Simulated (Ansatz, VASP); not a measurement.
## LiF: VASP beside Ansatz

File INCAR:

```
SYSTEM = LiF
PREC = Accurate ; ENCUT = 520
EDIFF = 1E-6 ; ISMEAR = 0
SIGMA = 0.05 ; LREAL = .FALSE.
LASPH = .TRUE. ; NELM = 60
ALGO = Normal ; ISIF = 2
LWAVE = .FALSE. ; LCHARG = .FALSE.
GGA = CA ; NBANDS = 12
```

File KPOINTS:

```
Automatic mesh
0
G
  10 10 10
  0 0 0
```

POSCAR

```
LiF
1.0
    2.6875096500      0.0000000000      0.0000000000
    0.0000000000      2.6875096500      0.0000000000
    0.0000000000      0.0000000000      2.5595330000
Li F
1 1
Direct
    0.0000000000      0.0000000000      0.0000000000
    0.5000000000      0.5000000000      0.5000000000
```

Input for Ansatz:

```yaml
crystal:
  lattice:
    - [2.68750965, 0.0, 0.0]
    - [0.0, 2.68750965, 0.0]
    - [0.0, 0.0, 2.559533]
  atoms:
    - { symbol: Li, position: [0.0, 0.0, 0.0] }
    - { symbol: F, position: [0.5, 0.5, 0.5] }
basis:
  ecutwfc: 420
kpoints:
  mp_grid: { grid: [10, 10, 10] }
hamiltonian:
  xc: lda
scf:
  occupations: { method: gaussian, width: 0.05 }
output:
  forces: true
  stress: true
  eigenvalues: true
```

Change from the starting cell: strain +0.050 along x and y, +0.000 along z, atoms carried along.

Alike in both runs: task single point; functional LDA; k mesh 10 × 10 × 10; occupations gaussian, width 0.05 eV; no spin polarisation.

|  | VASP | Ansatz |
| --- | --- | --- |
| version | VASP 6.6.1 | Ansatz 0.2.0 |
| potentials or method | VASP PAW LDA potentials, release 64 (Li_sv, F), cutoff 520 eV | scalar-relativistic, plane waves, PAW |
| valence electrons in the cell | 10 | 10 |

VASP gave:

| Quantity | Value |
| --- | --- |
| gap on the k mesh at the Fermi level (eV) | 6.32 |
| least direct gap on the mesh (eV) | 6.81 |

**Question.** What did Ansatz give for the same quantities?

**Answer.** gap on the k mesh at the Fermi level (eV): 6.33; least direct gap on the mesh (eV): 6.81.

LDA's correlation is that of Perdew and Zunger in VASP and of Perdew and Wang (1992) in Ansatz.

Noted on VASP's run: the cutoff is short for stress, so the pressure is rough.
